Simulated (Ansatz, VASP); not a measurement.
**Two plane-wave programs on SnO2**

```xyz
9
Lattice="-3.2373 0.0000 0.0000 -1.6186 -2.8035 0.0000 0.0000 0.0000 15.6755" Properties=species:S:1:pos:R:3 pbc="T T T"
Sn   -3.2373   -1.8690    6.4375
Sn   -3.2373    0.0000    2.1457
Sn   -1.6186   -0.9345   10.7293
O    -3.2373   -1.8690    3.1363
O    -3.2373    0.0000   11.7199
O    -1.6186   -0.9345    7.4281
O    -3.2373   -1.8690    9.7388
O    -3.2373    0.0000    5.4470
O    -1.6186   -0.9345    1.1551
```

Alike in both runs: task single point; functional PBE; dispersion D3(BJ); k mesh 9 × 9 × 2; occupations gaussian, width 0.05 eV; no spin polarisation.

|  | VASP | Ansatz |
| --- | --- | --- |
| version | VASP 6.6.1 | Ansatz 0.2.0 |
| potentials or method | VASP PAW PBE potentials, release 64 (Sn_d, O), cutoff 520 eV | scalar-relativistic, plane waves, PAW |
| valence electrons in the cell | 78 | 78 |

```csv
,VASP,Ansatz,Ansatz less VASP
gap on the k mesh at the Fermi level (eV),1.93,1.95,+0.021
least direct gap on the mesh (eV),2.10,2.12,+0.016
pressure (GPa),0.4,-0.2,-0.57
"traceless stress, the component that is largest in VASP (GPa)",0.10,0.47,+0.368
rms of the force components (eV/Å),0.081,0.066,-0.0155
```

Atom by atom the forces differ by 0.026 eV/Å (rms over components). Ansatz's warnings: xc potential rough in thin density.
